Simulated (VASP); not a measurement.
Input of a VASP 6.6.1 run:

The input INCAR:

```
SYSTEM = Os
ALGO = Normal
EDIFF = 1E-6
ENCUT = 520
GGA = PE
ISIF = 2
ISMEAR = -1
LASPH = .TRUE.
LCHARG = .FALSE.
LREAL = .FALSE.
LWAVE = .FALSE.
NBANDS = 10
NELM = 80
PREC = Accurate
SIGMA = 0.1
```

KPOINTS

```
k-points
0
G
  16 16 16
  0 0 0
```

POSCAR

```
Os
1.0
    0.0000000000      1.9287076913      1.9287076913
    1.9287076913      0.0000000000      1.9287076913
    1.9287076913      1.9287076913      0.0000000000
Os
1
Direct
    0.0000000000      0.0000000000      0.0000000000
```

Potentials or basis: VASP PAW PBE potentials, release 64 (Os).

Launch:

```sh
$ cat potpaw_PBE.64/Os/POTCAR > POTCAR
$ mpirun -np 1 vasp_std > vasp.out
```

Problem. What does it give for the pressure?

Solution. -0.3 GPa.

Problem. What does it give for the band gap on the k mesh?

Solution. Zero (band 4 reaches 11.29 eV, above the bottom of band 5 at 7.36 eV).

Caveat: spin-orbit coupling is left out, which moves the levels of the heavy elements.
